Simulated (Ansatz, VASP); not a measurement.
# Two plane-wave programs on NaCl

Contents of POSCAR:

```
NaCl
1.0
    0.0000000000      2.7184800000      3.0582900000
    2.7184800000      0.0000000000      3.0582900000
    2.7184800000      2.7184800000      0.0000000000
Na Cl
1 1
Direct
    0.0000000000      0.0000000000      0.0000000000
    0.5000000000      0.5000000000      0.5000000000
```

INCAR.step1

```
SYSTEM = NaCl
  PREC = Accurate
  ENCUT = 520
  ISMEAR = 0
  SIGMA = 0.05
  LREAL = .False.
  LASPH = .True.
  NELM = 80
  NBANDS = 14
  GGA = PE
  ALGO = Normal
  EDIFF = 1E-4
  LWAVE = .True.
  LCHARG = .False.
```

File INCAR.step2:

```
SYSTEM = NaCl
  PREC = Accurate
  ENCUT = 520
  EDIFF = 1E-6
  ISMEAR = 0
  SIGMA = 0.05
  LREAL = .False.
  LASPH = .True.
  NELM = 80
  ALGO = Normal
  ISIF = 2
  LWAVE = .False.
  LCHARG = .True.
  METAGGA = R2SCAN
  LMIXTAU = .True.
  LELF = .True.
  LVHAR = .True.
  NBANDS = 14
  ISTART = 1
```

The input KPOINTS:

```
regular mesh
0
Gamma
  8 8 8
  0 0 0
```

Input for Ansatz:

```yaml
crystal:
  lattice:
    - [0.0, 2.71848, 3.05829]
    - [2.71848, 0.0, 3.05829]
    - [2.71848, 2.71848, 0.0]
  atoms:
    - { symbol: Na, position: [0.0, 0.0, 0.0] }
    - { symbol: Cl, position: [0.5, 0.5, 0.5] }
basis:
  ecutwfc: 500
kpoints:
  mp_grid: { grid: [8, 8, 8] }
hamiltonian:
  xc: r2scan
scf:
  occupations: { method: gaussian, width: 0.05 }
output:
  forces: true
  stress: true
  eigenvalues: true
```

Change from the starting cell: strain -0.040 along x and y, +0.080 along z, atoms carried along.

Alike in both runs: task single point; functional r2SCAN; k mesh 8 × 8 × 8; occupations gaussian, width 0.05 eV; no spin polarisation.

```csv
,VASP,Ansatz
version,VASP 6.6.1,Ansatz 0.2.0
potentials or method,"VASP PAW PBE potentials, release 64 (Na_pv, Cl), cutoff 520 eV","scalar-relativistic, plane waves, PAW"
valence electrons in the cell,14,16
```

Ansatz gave:

```
gap on the k mesh at the Fermi level (eV)                     : 5.85
least direct gap on the mesh (eV)                             : 5.85
pressure (GPa)                                                : 0.2
traceless stress, the component that is largest in VASP (GPa) : -2.77
```

**Question.** Estimate VASP's values.

**Answer.** gap on the k mesh at the Fermi level (eV): 5.87; least direct gap on the mesh (eV): 5.87; pressure (GPa): 0.0; traceless stress, the component that is largest in VASP (GPa): -2.71.

VASP's potentials were made for PBE, not for r2SCAN. The functional is the same, so the differences come from potentials, cutoffs and numerics. VASP's potentials hold 14 valence electrons a cell and Ansatz's 16, so a difference there can come from the potentials and not from the codes.
